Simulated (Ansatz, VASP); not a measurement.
One calculation of MoS2, two programs

```
Mo S
1.0
     3.17477    0.00000    0.00000
    -1.58738    2.74943    0.00000
     0.00000    0.00000    5.80658
Mo S
1 2
Direct
  0.00000 0.00000 0.50000
  0.33333 0.66667 0.22908
  0.66667 0.33333 0.77092
```

Alike in both runs: functional PBE; dispersion D3(BJ); k mesh 18 × 18 × 8; occupations gaussian, width 0.1 eV; no spin polarisation.

Ansatz relaxed the structure, and its values are those at the end. VASP's run is a single point on that final structure, the one shown.

|  | VASP | Ansatz |
| --- | --- | --- |
| version | VASP 6.6.1 | Ansatz 0.2.0 |
| potentials or method | VASP PAW PBE potentials, release 64 (Mo_sv, S), cutoff 520 eV | scalar-relativistic, plane waves, PAW |
| valence electrons in the cell | 26 | 26 |

VASP gave:

| Quantity | Value |
| --- | --- |
| gap on the k mesh at the Fermi level (eV) | none |
| pressure (GPa) | -0.1 |
| rms of the force components (eV/Å) | 0.006 |

Q: Estimate Ansatz's values.

A: gap on the k mesh at the Fermi level (eV): none; pressure (GPa): 0.0; rms of the force components (eV/Å): 0.000.

A gap of «none» marks a metal or a gap that the smearing closes.
